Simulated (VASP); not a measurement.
Here is a VASP 6.6.1 calculation.

INCAR

```
SYSTEM = Ba16O
  ALGO = Normal
  EDIFF = 1E-6
  ENCUT = 520
  GGA = PE
  ISIF = 2
  ISMEAR = 0
  IVDW = 12
  LASPH = .TRUE.
  LCHARG = .TRUE.
  LELF = .TRUE.
  LREAL = Auto
  LVHAR = .TRUE.
  LWAVE = .FALSE.
  NBANDS = 97
  NELM = 100
  PREC = Accurate
  SIGMA = 0.15
```

Contents of KPOINTS:

```
k-points
0
G
  2 2 2
  0 0 0
```

POSCAR

```
Ba16O
1.0
   10.0400000000      0.0000000000      0.0000000000
    0.0000000000     10.0400000000      0.0000000000
    0.0000000000      0.0000000000     10.0400000000
Ba O
16 1
Direct
   -0.0029948207      0.0034772908      0.0238400398
    0.5121436255     -0.0040117530     -0.0021471116
    0.0046336653      0.4883225100     -0.0021408367
   -0.0029997012      0.0034670319      0.4753238048
    0.2500060757      0.2312384462      0.2495668327
    0.4950492032      0.5052686255     -0.0009977092
    0.5121433267     -0.0040058765      0.5012833665
    0.7376365538      0.2628315737      0.2495551793
    0.0046344622      0.4883237052      0.5012879482
    0.2294827689      0.7710030876      0.2495743028
    0.2581802789      0.2433364542      0.7495877490
    0.4950468127      0.5052641434      0.5001424303
    0.7692034861      0.7504264940      0.2495536853
    0.7456735060      0.2548504980      0.7495845618
    0.2466067729      0.7537772908      0.7495883466
    0.7572225100      0.7422470120      0.7495823705
    0.0560286853      0.9443903386      0.2495820717
```

Potentials or basis: VASP PAW PBE potentials, release 64 (Ba_sv, O).

Command:

```console
$ cat potpaw_PBE.64/Ba_sv/POTCAR potpaw_PBE.64/O/POTCAR > POTCAR
$ mpirun -np 1 vasp_std > vasp.out
```

Question: What does it give for the pressure?

Answer: -0.2 GPa.

Question: Estimate the band gap on the k mesh.

Answer: Zero (bands 83 and 84 overlap by 0.43 eV).

Question: Predict the dispersion energy per atom.

Answer: -0.192 eV.

Forces in eV/Å, atoms in the order of the input:
```
Ba  -0.078  0.078 -0.296
Ba  -0.009 -0.005  0.004
Ba   0.003  0.009  0.004
Ba  -0.079  0.077  0.296
Ba   0.003  0.000 -0.001
Ba  -0.004  0.006  0.001
Ba  -0.008 -0.005 -0.003
Ba   0.005 -0.004  0.000
Ba   0.002  0.007 -0.004
Ba   0.195 -0.196  0.001
Ba  -0.002 -0.005  0.000
Ba  -0.004  0.006 -0.001
Ba   0.001 -0.001  0.000
Ba   0.001 -0.001  0.001
Ba  -0.003  0.004  0.001
Ba   0.003  0.002  0.000
O   -0.028  0.027 -0.001
```

Caveat: spin-orbit coupling is left out, which moves the levels of the heavy elements.
